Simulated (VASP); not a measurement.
# Na (Fm-3m) in VASP: notebook, part 2 of 2

VASP 6.6.1. The steps go on from the part before.

## Step 4: Single point, PBE

This run uses another cell than the first one, of 38.59 Å³/atom.

Input file INCAR:

```
ALGO = Normal ; EDIFF = 1E-7
ENCUT = 520 ; GGA = PE
ISIF = 2 ; ISMEAR = -1
LASPH = True ; LCHARG = True
LELF = True ; LREAL = False
LVHAR = True ; LWAVE = False
NBANDS = 10 ; NELM = 80
PREC = Accurate ; SIGMA = 0.06122561905347299
```

Input file KPOINTS:

```
k-points
0
Gamma
  35 35 35
```

Input file POSCAR:

```
Na
1.0
    0.0000000000      2.6821684203      2.6821684203
    2.6821684203      0.0000000000      2.6821684203
    2.6821684203      2.6821684203      0.0000000000
Na
1
Direct
    0.0000000000      0.0000000000      0.0000000000
```

Potentials or basis: VASP PAW PBE potentials, release 64 (Na_pv).

Run with:

```console
> cat potpaw_PBE.64/Na_pv/POTCAR > POTCAR
> mpirun -np 1 vasp_std > vasp.out
```

OUTCAR:

```text
EDIFF = 1E-7
   ENCUT = 520
   GGA = PE
   ISIF = 2
   ISMEAR = -1
   LASPH = True
   LREAL = False
   NELM = 80
   PREC = Accurate

 ion  position               nearest neighbor table
   1  0.000  0.000  0.000-

  LATTYP: Found a face centered cubic cell.
 ALAT       =     5.3643368406

  Lattice vectors:

 A1 = (   0.0000000000,   2.6821684203,   2.6821684203)
 A2 = (   2.6821684203,   0.0000000000,   2.6821684203)
 A3 = (   2.6821684203,   2.6821684203,   0.0000000000)

Analysis of symmetry for initial positions (statically):
=====================================================================
 Subroutine PRICEL returns:
 Original cell was already a primitive cell.

 Routine SETGRP: Setting up the symmetry group for a
 face centered cubic supercell.

 Subroutine GETGRP returns: Found 48 space group operations
 (whereof 48 operations were pure point group operations)
 out of a pool of 48 trial point group operations.

The static configuration has the point symmetry O_h .

Analysis of symmetry for dynamics (positions and initial velocities):
[... 163 lines left out ...]
 k-point     1 :       0.0000    0.0000    0.0000
  band No.  band energies     occupation
      1     -24.7136      2.00000
      2     -24.7136      2.00000
      3     -24.7136      2.00000
      4      -2.9797      2.00000
      5      11.0687      0.00000
      6      11.0687      0.00000
      7      11.0687      0.00000
      8      12.1378      0.00000
      9      12.5243      0.00000
     10      12.5243      0.00000
[... 287 lines left out ...]
 k-point    24 :       0.1714    0.0286    0.0000
  band No.  band energies     occupation
      1     -24.7208      2.00000
      2     -24.7148      2.00000
      3     -24.7145      2.00000
      4      -2.5448      2.00000
      5       7.6050      0.00000
      6      10.1713      0.00000
      7      10.5717      0.00000
      8      11.9845      0.00000
      9      13.0478      0.00000
     10      13.6305      0.00000

 [... further k-points ...]

------------------------ aborting loop because EDIFF is reached ----------------------------------------

  FORCE on cell =-STRESS in cart. coord.  units (eV):
  Direction    XX          YY          ZZ          XY          YZ          ZX
  --------------------------------------------------------------------------------------
  -------------------------------------------------------------------------------------
  Total       -0.0708827     -0.0708827     -0.0708827      0.0000000     -0.0000000      0.0000000
  in kB       -2.9428135     -2.9428135     -2.9428135      0.0000000     -0.0000000      0.0000000
  external PRESSURE =      -2.9428135 kB  Pullay stress =       0.0000000 kB

 VOLUME and BASIS-vectors are now :
 -----------------------------------------------------------------------------
  energy-cutoff  :      520.00
  volume of cell :       38.59
      direct lattice vectors                 reciprocal lattice vectors
     0.000000000  2.682168420  2.682168420    -0.186416332  0.186416332  0.186416332
     2.682168420  0.000000000  2.682168420     0.186416332 -0.186416332  0.186416332
     2.682168420  2.682168420  0.000000000     0.186416332  0.186416332 -0.186416332

 POSITION                                       TOTAL-FORCE (eV/Angst)
 -----------------------------------------------------------------------------------
      0.00000      0.00000      0.00000        -0.000000     -0.000000     -0.000000
 -----------------------------------------------------------------------------------
    total drift:                               -0.000000     -0.000000     -0.000000

  FREE ENERGIE OF THE ION-ELECTRON SYSTEM (eV)
  ---------------------------------------------------
  free  energy   TOTEN  =        -1.3131715180 eV

  energy  without entropy=       -1.3071330402  energy(sigma->0) =       -1.31015228
```

OSZICAR:

```text
N       E                     dE             d eps       ncg     rms          rms(c)
DAV:   1     0.272910085450E+02    0.27291E+02   -0.37736E+03 22864   0.577E+02
DAV:   2    -0.714141342098E+00   -0.28005E+02   -0.27878E+02 23476   0.146E+02
DAV:   3    -0.130867183605E+01   -0.59453E+00   -0.59405E+00 27546   0.232E+01
DAV:   4    -0.131370371827E+01   -0.50319E-02   -0.50314E-02 26708   0.211E+00
DAV:   5    -0.131377971811E+01   -0.76000E-04   -0.75999E-04 26050   0.258E-01    0.200E-01
DAV:   6    -0.131343117818E+01    0.34854E-03   -0.46084E-04 26632   0.258E-01    0.135E-01
DAV:   7    -0.131317886797E+01    0.25231E-03   -0.96815E-04 25622   0.312E-01    0.156E-02
DAV:   8    -0.131317092197E+01    0.79460E-05   -0.47947E-05 28076   0.114E-01    0.263E-03
DAV:   9    -0.131317141310E+01   -0.49113E-06   -0.21735E-07 25858   0.389E-03    0.113E-03
DAV:  10    -0.131317154477E+01   -0.13167E-06   -0.68623E-08 26228   0.213E-03    0.232E-04
DAV:  11    -0.131317151795E+01    0.26822E-07   -0.12252E-09 13682   0.323E-04
   1 F= -.13131715E+01 E0= -.13101523E+01  d E =-.603848E-02
```

It took 6.7 min on 1 thread of Intel Xeon Platinum 8375C at 2.90GHz (Ice Lake), shared host; peak memory 0.44 GiB.

Results:

```
Free energy            : -1.3132 eV
Pressure               : -0.3 GPa
Band gap on the k mesh : zero (an odd number of electrons rules out a gap without spin polarisation)
```

## Step 5: Summary

```csv
cell,gap on the mesh (eV),pressure (GPa)
"a = 3.744 Å, angles 60.0°, 1 atom",none,0.0
"a = 3.769 Å, angles 60.0°, 1 atom",none,-0.2
"a = 3.793 Å, angles 60.0°, 1 atom",none,-0.3
```

Alike in all rows: task single point; level PBE; potentials or basis VASP PAW PBE potentials, release 64 (Na_pv); no spin polarisation; k mesh 35 × 35 × 35; cutoff (eV) 520; smearing fermi-dirac 0.0612256 eV.

Total energies depend on the potentials used, so only differences within one code and one set of settings carry meaning.
